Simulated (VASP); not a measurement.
Wanted: the native input for a VASP 6.6.1 run.

| Item | Value |
| --- | --- |
| Task | single point |
| Functional | r2SCAN |
| Potentials or basis | VASP PAW PBE potentials, release 64 (Al, Ni) |
| Cutoff | 520 eV |
| k mesh | 12 × 12 × 8 |
| Occupations | methfessel-paxton, width 0.05 eV |
| Spin | no spin polarisation |
| Dipole correction | no |
| Further INCAR settings | ALGO = Normal; EDIFF = 1e-06; NBANDS = 32 |

AlNi2:

```xyz
6
Lattice="3.9740 0.0000 0.0000 -1.9870 3.4416 0.0000 0.0000 0.0000 4.9043" Properties=species:S:1:pos:R:3 pbc="T T T"
Al    0.0000    2.2944    0.9312
Al    1.9870    1.1472    3.9731
Ni    0.0000    2.2944    3.3600
Ni    1.9870    1.1472    1.5443
Ni    0.0000    0.0000    2.4521
Ni    0.0000    0.0000    0.0000
```

These files were run (other wordings do the same):

POSCAR

```
AlNi2
1.0
    3.9740030242      0.0000000000      0.0000000000
   -1.9870015121      3.4415875737      0.0000000000
    0.0000000000      0.0000000000      4.9042588200
Al Ni
2 4
Direct
    0.3333333333      0.6666666667      0.1898740600
    0.6666666667      0.3333333333      0.8101259400
    0.3333333333      0.6666666667      0.6851100400
    0.6666666667      0.3333333333      0.3148899600
    0.0000000000      0.0000000000      0.5000000000
    0.0000000000      0.0000000000      0.0000000000
```

INCAR.step1

```
SYSTEM = AlNi2
PREC = Accurate
ENCUT = 520
ISMEAR = 1
SIGMA = 0.05
LREAL = .FALSE.
LASPH = .TRUE.
NELM = 100
NBANDS = 32
GGA = PE
ALGO = Normal
EDIFF = 1E-4
LWAVE = .TRUE.
LCHARG = .FALSE.
```

INCAR.step2

```
SYSTEM = AlNi2
PREC = Accurate
ENCUT = 520
EDIFF = 1E-6
ISMEAR = 1
SIGMA = 0.05
LREAL = .FALSE.
LASPH = .TRUE.
NELM = 100
ALGO = Normal
ISIF = 2
LWAVE = .FALSE.
LCHARG = .FALSE.
METAGGA = R2SCAN
LMIXTAU = .TRUE.
NBANDS = 32
ISTART = 1
```

KPOINTS

```
Automatic mesh
0
G
  12 12 8
  0 0 0
```

Potentials or basis: VASP PAW PBE potentials, release 64 (Al, Ni).

Launch:

```sh
$ cat potpaw_PBE.64/Al/POTCAR potpaw_PBE.64/Ni/POTCAR > POTCAR
$ cp INCAR.step1 INCAR
$ mpirun -np 1 vasp_std > vasp.out
$ cp INCAR.step2 INCAR
$ mpirun -np 1 vasp_std > vasp.out
```

Results of the run:

```json
{
  "Pressure": "0.7 GPa",
  "Largest force": "0.007 eV/Å",
  "Band gap on the k mesh": "zero (bands 23 and 24 overlap by 4.41 eV)"
}
```

Caveat: the PAW data sets were made with another functional, which shifts forces and pressure a little.

Wall time 33 min on 1 thread of Oxide Virtual Turin-like Processor (shared host), peak memory 0.3 GiB.
